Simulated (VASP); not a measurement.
Write the native input for VASP 6.6.1 that does the following.

```
Task                   : single point
Functional             : PBEsol
Potentials or basis    : VASP PAW PBE potentials, release 64 (Mg, O)
Cutoff                 : 600 eV
k mesh                 : 12 × 12 × 12
Occupations            : gaussian, width 0.02 eV
Spin                   : no spin polarisation
Dipole correction      : no
Further INCAR settings : ALGO = Normal; EDIFF = 1e-06; NBANDS = 14
```

The structure of MgO2 lies in POSCAR:

```
MgO2
1.0
    1.6047610160      0.9265092046      3.4939788749
   -1.6047610160      0.9265092046      3.4939788749
    0.0000000000     -1.8530184092      3.4939788749
Mg O
1 2
Direct
    0.0000000000      0.0000000000      0.0000000000
    0.4287860000      0.4287860000      0.4287860000
    0.5712140000      0.5712140000      0.5712140000
```

The input as run:

INCAR

```
SYSTEM = MgO2
  PREC = Accurate
  ENCUT = 600
  EDIFF = 1E-6
  ISMEAR = 0
  SIGMA = 0.02
  LREAL = .FALSE.
  LASPH = .TRUE.
  NELM = 120
  ALGO = Normal
  ISIF = 2
  LWAVE = .FALSE.
  LCHARG = .TRUE.
  GGA = PS
  LELF = .TRUE.
  LVHAR = .TRUE.
  NBANDS = 14
  GGA_COMPAT = .FALSE.
```

KPOINTS

```
regular mesh
0
G
  12 12 12
  0 0 0
```

Potentials or basis: VASP PAW PBE potentials, release 64 (Mg, O).

Run with:

```bash
$ cat potpaw_PBE.64/Mg/POTCAR potpaw_PBE.64/O/POTCAR > POTCAR
$ mpirun -np 1 vasp_std > vasp.out
```

It gave:

```json
{
 "Pressure": "-5.2 GPa",
 "Largest force": "0.135 eV/Å",
 "Band gap on the k mesh": "2.21 eV, direct"
}
```

Caveat: the PAW data sets were made with another functional, which shifts forces and pressure a little.

Wall time 92 s on 1 thread of Intel Xeon 6975P-C, with other jobs on the host, peak memory 0.25 GiB.
